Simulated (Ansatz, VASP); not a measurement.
**Ru in VASP and in Ansatz**

```
Ru
1.0
     2.70580    0.00000    0.00000
    -1.35290    2.34329    0.00000
     0.00000    0.00000    4.28190
Ru
2
Direct
  0.33333 0.66667 0.25000
  0.66667 0.33333 0.75000
```

Alike in both runs: task single point; functional PBE; k mesh 13 × 13 × 7; occupations fermi-dirac, width 0.05 eV; no spin polarisation.

|  | VASP | Ansatz |
| --- | --- | --- |
| version | VASP 6.6.1 | Ansatz 0.2.0 |
| potentials or method | VASP PAW PBE potentials, release 64 (Ru_pv), cutoff 520 eV | all-electron LAPW, scalar-relativistic |

Ansatz gave:

| Quantity | Value |
| --- | --- |
| pressure (GPa) | 4.4 |
| traceless stress, the component that is largest in VASP (GPa) | -1.11 |

Q: What did VASP give for the same quantities?

A: Pressure (GPa): 4.4; traceless stress, the component that is largest in VASP (GPa): -1.07.

Ansatz ran all-electron here, and VASP with PAW potentials.
